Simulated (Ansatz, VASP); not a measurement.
H in VASP and in Ansatz

```
H
1.0
    12.00000    0.00000    0.00000
     0.00000   12.50000    0.00000
     0.00000    0.00000   13.00000
H
2
Direct
  0.45000 0.47000 0.47134
  0.45000 0.47000 0.52866
```

Alike in both runs: functional HSE06; k mesh 1 × 1 × 1; no spin polarisation.

Ansatz relaxed the structure, and its values are those at the end. VASP's run is a single point on that final structure, the one shown.

|  | VASP | Ansatz |
| --- | --- | --- |
| version | VASP 6.6.1 | Ansatz 0.2.0 |
| potentials or method | VASP PAW PBE potentials, release 64 (H), cutoff 520 eV | plane-wave PAW DFT |
| occupations | gaussian, width 0.01 eV | fixed |
| valence electrons in the cell | 2 | 2 |

|  | VASP | Ansatz | Ansatz less VASP |
| --- | --- | --- | --- |
| gap on the k mesh at the Fermi level (eV) | 11.38 | 11.47 | +0.083 |
| rms of the force components (eV/Å) | 0.015 | 0.003 | -0.0124 |
